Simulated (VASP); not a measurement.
Here is a VASP 6.6.1 calculation.

INCAR

```
PREC = Accurate
ENCUT = 600
EDIFF = 1E-6
ISMEAR = -1
SIGMA = 0.1
LREAL = False
LASPH = True
NELM = 100
ALGO = Normal
ISIF = 3
LWAVE = False
LCHARG = False
GGA = PS
IBRION = 2
NSW = 60
EDIFFG = -0.005
```

Contents of KPOINTS:

```
regular mesh
0
Gamma
  11 11 11
```

The input POSCAR:

```
HfO2
1.0
    0.0000000000      2.4662120743      2.4662120743
    2.4662120743      0.0000000000      2.4662120743
    2.4662120743      2.4662120743      0.0000000000
Hf O
1 2
Direct
    0.0000000000      0.0000000000      0.0000000000
    0.2500000000      0.2500000000      0.2500000000
    0.7500000000      0.7500000000      0.7500000000
```

Potentials or basis: VASP PAW PBE potentials, release 64 (Hf_pv, O).

Launch:

```console
$ cat potpaw_PBE.64/Hf_pv/POTCAR potpaw_PBE.64/O/POTCAR > POTCAR
$ mpirun -np 1 vasp_std > vasp.out
```

**Question.** Predict the band gap on the k mesh.

**Answer.** 3.83 eV (least direct gap 3.92 eV).

**Question.** Predict the space group after relaxing (to 0.1 Å).

**Answer.** Fm-3m (No. 225).

**Question.** Estimate the relaxed cell.

**Answer.** a = 3.549 Å, b = 3.549 Å, c = 3.549 Å, α = 60.00°, β = 60.00°, γ = 60.00°.

Final structure:
```cif
data_structure
_symmetry_space_group_name_H-M 'P 1'
_symmetry_Int_Tables_number 1
_cell_length_a 3.5493
_cell_length_b 3.5493
_cell_length_c 3.5493
_cell_angle_alpha 60.000
_cell_angle_beta 60.000
_cell_angle_gamma 60.000
_cell_volume 31.62
loop_
_atom_site_label
_atom_site_type_symbol
_atom_site_fract_x
_atom_site_fract_y
_atom_site_fract_z
_atom_site_occupancy
Hf1 Hf 0.00000 0.00000 0.00000 1
O1 O 0.25000 0.25000 0.25000 1
O2 O 0.75000 0.75000 0.75000 1
```

Caveat: spin-orbit coupling is left out, which moves the levels of the heavy elements; an odd mesh through Γ misses points on the zone boundary, where band edges can lie.
